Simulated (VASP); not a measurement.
Crystal: Tm2GeF2.

```
Tm Ge F
1.0
     3.66197    0.00000    0.00000
    -1.83099    3.17136    0.00000
     0.00000    0.00000    6.28974
Tm Ge F
2 1 2
Direct
  0.66667 0.33333 0.35001
  0.33333 0.66667 0.64999
  0.00000 0.00000 0.00000
  0.33333 0.66667 0.27008
  0.66667 0.33333 0.72992
```

The cell was generated, and may not be a known phase.

```yaml
Program: VASP 6.6.1
Task: relaxation of cell and atoms
Functional: PBE
Potentials_or_basis: VASP PAW PBE potentials, release 64 (Tm_3, Ge_d, F), 4f in core
Cutoff: 600 eV
k_mesh: 4 × 4 × 2
Occupations: gaussian, width 0.15 eV
Spin: no spin polarisation
```

At the start: pressure 28.4 GPa; volume 14.61 Å³/atom.

**Question.** Where does the relaxation end?

**Answer.** Over 30 steps the energy falls by 1282.2 meV/atom and the volume is 18.36 Å³/atom (+25.7 %); space group P-3m1 (No. 164, to 0.1 Å) before and after.

The path:
```tsv
step	energy change (eV)	largest force (eV/Å)	pressure (GPa)	volume (Å³)
1	0.0000	4.6736	28.44	73.05
2	-2.9846	1.9705	-7.88	104.03
3	-3.0125	2.2265	-5.73	99.94
4	-4.0040	1.2834	-3.17	96.29
5	-4.5964	1.1784	1.93	92.13
6	-5.0242	1.5256	15.44	83.73
7	-5.3552	0.7596	10.65	86.64
8	-5.3681	1.1067	9.85	87.30
9	-5.5685	0.4790	5.62	90.22
10	-5.6862	0.3752	-1.42	96.71
11	-5.6916	0.2984	-0.44	95.66
12	-5.7227	0.3045	-0.59	95.75
13	-5.7936	0.3687	-0.96	95.94
14	-5.8792	0.5020	-1.21	96.04
15	-5.8893	0.7579	-1.32	95.94
16	-5.9442	0.8113	-1.12	94.97
17	-6.1235	0.8982	0.09	91.91
18	-5.8873	1.2005	10.33	85.28
19	-6.1511	0.9504	1.18	90.60
20	-6.1922	0.7131	4.16	88.00
21	-6.1992	0.8264	3.24	88.64
22	-6.2530	0.5892	2.89	89.17
23	-6.2603	0.4186	2.88	89.45
24	-6.3084	0.4328	1.25	90.88
25	-6.3479	0.4262	-2.77	95.04
26	-6.3513	0.4311	-1.97	94.12
27	-6.3802	0.3284	-1.48	93.52
28	-6.4093	0.1080	-0.38	92.22
29	-6.4097	0.1310	-0.22	92.04
30	-6.4110	0.0464	0.04	91.81
```

Final structure:
```
Tm Ge F
1.0
     4.06764    0.00000    0.00000
    -2.03382    3.52268    0.00000
     0.00000    0.00000    6.40711
Tm Ge F
2 1 2
Direct
  0.66667 0.33333 0.24269
  0.33333 0.66667 0.75731
  0.00000 0.00000 0.00000
  0.33333 0.66667 0.40229
  0.66667 0.33333 0.59771
```

Caveat: the k points lie up to 0.49 Å⁻¹ apart in the final cell; the volume moved by over 15 % at a fixed basis, so the end points are rough; the relaxation stopped at a loose force limit of 0.08 eV/Å, so its end isn't a converged minimum.
